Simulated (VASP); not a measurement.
Wanted: the native input for a VASP 6.6.1 run.

```yaml
Task: single point
Functional: LDA
Potentials_or_basis: VASP PAW LDA potentials, release 64 (C, H)
Cutoff: 520 eV
k_mesh: 6 × 4 × 1
Occupations: gaussian, width 0.05 eV
Spin: no spin polarisation
Dipole_correction: yes
Further_INCAR_settings: LREAL = Auto; ALGO = Normal; EDIFF = 1e-06; NBANDS = 68
```

The structure of HC12 lies in POSCAR:

```
HC12
1.0
    4.8892663280      0.0000000000      0.0000000000
   -2.4446331640      6.7739291692      0.0000000000
    0.0000000000      0.0000000000     22.7684096771
C H
24 2
Direct
    0.4020794403      0.3041588806      0.1756820110
    0.4020794403      0.8041588805      0.1756820110
    0.9020794403      0.3041588806      0.1756820110
    0.9020794403      0.8041588805      0.1756820110
    0.1630408159      0.3260816317      0.2059829668
    0.1630408159      0.8260816317      0.2059829668
    0.6630408159      0.3260816317      0.2059829668
    0.6630408159      0.8260816317      0.2059829668
    0.1846395683      0.3692791367      0.2666259491
    0.1846395683      0.8692791367      0.2666259491
    0.6846395683      0.3692791367      0.2666259491
    0.6846395683      0.8692791367      0.2666259491
    0.4461625696      0.3923265051      0.2960492075
    0.4461625696      0.8923265051      0.2960492075
    0.9461625696      0.3923265051      0.2960492075
    0.9461625696      0.8923265051      0.2960492075
    0.4715644646      0.4431294558      0.3591099590
    0.4715644646      0.9431294558      0.3591099590
    0.9715644646      0.4431294558      0.3591099590
    0.9715644646      0.9431294558      0.3591099590
    0.2327030006      0.4654044969      0.3851129614
    0.2327030006      0.9654044969      0.3851129614
    0.7327030006      0.4654044969      0.3851129614
    0.7327030006      0.9654044969      0.3851129614
    0.2327030006      0.9015988039      0.5432267713
    0.2327030006      1.0292101898      0.5432267713
```

The input as run:

INCAR

```
SYSTEM = HC12
PREC = Accurate
ENCUT = 520
EDIFF = 1E-6
ISMEAR = 0
SIGMA = 0.05
LREAL = Auto
LASPH = .TRUE.
NELM = 100
ALGO = Normal
ISIF = 2
LWAVE = .FALSE.
LCHARG = .FALSE.
LDIPOL = .TRUE.
IDIPOL = 3
DIPOL = 0.5 0.5 0.302
GGA = CA
NBANDS = 68
```

KPOINTS

```
regular mesh
0
G
  6 4 1
  0 0 0
```

Potentials or basis: VASP PAW LDA potentials, release 64 (C, H).

Run with:

```console
$ cat potpaw_LDA.64/C/POTCAR potpaw_LDA.64/H/POTCAR > POTCAR
$ mpirun -np 1 vasp_std > vasp.out
```

It gave:

```json
{
  "Largest force": "3.544 eV/Å",
  "Band gap on the k mesh": "zero (band 49 reaches -3.63 eV, above the bottom of band 50 at -3.68 eV)"
}
```

Run time: 16 min on 1 thread of Intel(R) Xeon(R) 6975P-C (Granite Rapids), with other jobs on the host, peak memory 0.81 GiB.
